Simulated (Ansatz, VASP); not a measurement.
## Ta in VASP and in Ansatz

```
Ta
1.0
    -1.59964    1.59964    1.75961
     1.59964   -1.59964    1.75961
     1.59964    1.59964   -1.75961
Ta
1
Direct
  0.00000 0.00000 0.00000
```

Alike in both runs: task single point; functional PBEsol; k mesh 22 × 22 × 22; occupations gaussian, width 0.15 eV; no spin polarisation.

|  | VASP | Ansatz |
| --- | --- | --- |
| version | VASP 6.6.1 | Ansatz 0.2.0 |
| potentials or method | VASP PAW PBE potentials, release 64 (Ta_pv), cutoff 520 eV | scalar-relativistic, plane waves, PAW |
| valence electrons in the cell | 11 | 13 |

|  | VASP | Ansatz | Ansatz less VASP |
| --- | --- | --- | --- |
| gap on the k mesh at the Fermi level (eV) | none | none | - |
| pressure (GPa) | -2.9 | -3.0 | -0.17 |
| traceless stress, the component that is largest in VASP (GPa) | -6.53 | -6.54 | -0.009 |

VASP's potentials were made for PBE, not for PBEsol. A gap of «none» marks a metal or a gap that the smearing closes. VASP's potentials hold 11 valence electrons a cell and Ansatz's 13, so a difference there can come from the potentials and not from the codes.

Neither program's run includes spin-orbit coupling.
